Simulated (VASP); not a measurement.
# CrO2: single point with PBE

CrO2:

```
Cr O
1.0
     4.44435    0.00000    0.00000
     0.00000    4.44435    0.00000
     0.00000    0.00000    2.92099
Cr O
2 4
Cartesian
  0.0000 0.0000 0.0000
  2.2222 2.2222 1.4605
  1.3493 1.3493 0.0000
  0.8729 3.5714 1.4605
  3.0951 3.0951 0.0000
  3.5714 0.8729 1.4605
```

| Item | Value |
| --- | --- |
| Program | VASP 6.6.1 |
| Task | single point |
| Functional | PBE |
| Potentials or basis | VASP PAW PBE potentials, release 64 (Cr_pv, O) |
| Cutoff | 520 eV |
| k mesh | 8 × 8 × 12 |
| Occupations | gaussian, width 0.1 eV |
| Spin | collinear spin, ferromagnetic start |
| Starting moments | [1.9, 1.9, 0.0, 0.0, 0.0, 0.0] μB |
| Dipole correction | no |
| Further INCAR settings | ALGO = Normal; EDIFF = 1e-06; NBANDS = 37 |

* Pressure: 0.6 GPa
* Largest force: 0.021 eV/Å
* Band gap on the k mesh: zero (filled and empty bands overlap)
* Net moment: 4.00 μB per cell
* Site moments: Cr +2.10; O -0.08 μB
* Valence electrons inside the program's atomic spheres: Cr 10.83; O 5.03

Forces on the atoms (eV/Å):
```
Cr   0.000  0.000  0.000
Cr   0.000  0.000  0.000
O   -0.015 -0.015  0.000
O    0.015 -0.015  0.000
O    0.015  0.015  0.000
O   -0.015  0.015  0.000
```

Stress tensor (GPa, compression positive):
```
0.54 0.00 0.00
0.00 0.54 0.00
0.00 0.00 0.81
```

Levels at points of the mesh, in eV from the Fermi level:
Spin up:
```tsv
k point	band 23	band 24	band 25	band 26	band 27	band 28	band 29	band 30
(0.00, 0.00, 0.00)	-1.18	-1.13	-1.13	-1.10	-0.53	1.07	1.18	3.79
(0.50, 0.00, 0.00)	-0.77	-0.77	-0.34	-0.34	0.35	0.35	3.25	3.25
(0.50, 0.50, 0.00)	-1.46	-1.46	-1.11	-1.11	0.89	0.89	2.68	2.68
(0.00, 0.00, 0.50)	-0.70	-0.70	-0.03	-0.03	0.76	0.76	2.42	2.42
(0.50, 0.00, 0.50)	-1.43	-1.43	-0.69	-0.69	0.93	0.93	1.64	1.64
(0.50, 0.50, 0.50)	-0.69	-0.69	-0.25	-0.25	0.09	0.09	2.95	2.95
```
Spin down:
| k point | band 18 | band 19 | band 20 | band 21 | band 22 | band 23 | band 24 | band 25 | band 26 | band 27 |
| --- | --- | --- | --- | --- | --- | --- | --- | --- | --- | --- |
| (0.00, 0.00, 0.00) | -3.35 | -1.69 | -1.34 | -1.34 | -0.91 | 0.98 | 0.98 | 1.23 | 1.23 | 1.29 |
| (0.50, 0.00, 0.00) | -4.19 | -2.81 | -2.81 | -1.71 | -1.71 | 1.63 | 1.63 | 1.80 | 1.80 | 2.07 |
| (0.50, 0.50, 0.00) | -3.16 | -2.49 | -2.49 | -2.14 | -2.14 | 0.99 | 0.99 | 1.24 | 1.24 | 2.35 |
| (0.00, 0.00, 0.50) | -3.89 | -3.50 | -3.50 | -2.55 | -2.55 | 1.65 | 1.65 | 2.12 | 2.12 | 2.48 |
| (0.50, 0.00, 0.50) | -3.71 | -3.08 | -3.08 | -2.02 | -2.02 | 0.71 | 0.71 | 2.15 | 2.15 | 2.53 |
| (0.50, 0.50, 0.50) | -3.84 | -2.33 | -2.33 | -1.64 | -1.64 | 1.31 | 1.31 | 1.99 | 1.99 | 2.19 |

Run time: 2.8 min on 1 thread of Intel(R) Xeon(R) 6975P-C (Granite Rapids) (shared host), peak memory 0.42 GiB.

Caveat: semilocal functionals often make such compounds metallic where correlation or magnetic order opens a gap, which also shifts bond lengths; only a ferromagnetic start was run, and an antiferromagnetic order may lie lower in energy. With open d or f shells a metallic result of PBE can be an artefact of self-interaction; +U or a hybrid may open a gap.
